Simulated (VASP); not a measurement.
The system is SnH.

```
Sn H
1.0
     4.60000    0.00000    0.00000
    -2.30000    3.98372    0.00000
     0.00000    0.00000   10.00000
Sn H
4 4
Cartesian
  0.0000 0.0000 4.5100
  0.0000 2.6558 0.4900
  2.3000 1.3279 5.4900
  0.0000 0.0000 9.5100
  0.0000 0.0000 2.7800
  0.0000 2.6558 2.2200
  2.3000 1.3279 7.2200
  0.0000 0.0000 7.7800
```

```yaml
Program: VASP 6.6.1
Task: relaxation of cell and atoms
Functional: PBE
Potentials_or_basis: VASP PAW PBE potentials, release 64 (Sn_d, H)
Cutoff: 600 eV
k_mesh: 4 × 4 × 2
Occupations: gaussian, width 0.2 eV
Spin: no spin polarisation
```

At the start: pressure 1.1 GPa; volume 22.91 Å³/atom.

How do energy, volume and symmetry change on relaxing?

Over 6 steps the energy falls by 21.4 meV/atom and the volume is 24.06 Å³/atom (+5.0 %); space group P6_3mc (No. 186, to 0.05 Å).

Step by step:
```csv
step,energy change (eV),largest force (eV/Å),pressure (GPa),volume (Å³)
1,0.0000,0.5086,1.05,183.25
2,-0.0849,0.2581,0.27,187.26
3,-0.1356,0.3984,-1.00,194.97
4,-0.1599,0.2081,-0.42,194.52
5,-0.1633,0.1125,-0.57,194.64
6,-0.1709,0.0438,-0.21,192.49
```

Final structure:
```xyz
8
Lattice="4.7842 0.0000 0.0000 -2.3921 4.1432 0.0000 0.0000 0.0000 9.7110" Properties=species:S:1:pos:R:3 pbc="T T T"
Sn    0.0000    0.0000    4.4627
Sn    0.0000    2.7621    0.3925
Sn    2.3921    1.3811    5.2481
Sn    4.7842    0.0000    9.3182
H     0.0000    0.0000    2.7195
H     0.0000    2.7621    2.1363
H     2.3921    1.3811    6.9918
H     0.0000    0.0000    7.5751
```

Caveat: the k points lie up to 0.38 Å⁻¹ apart in the final cell; the relaxation stopped at a loose force limit of 0.08 eV/Å, so its end isn't a converged minimum.
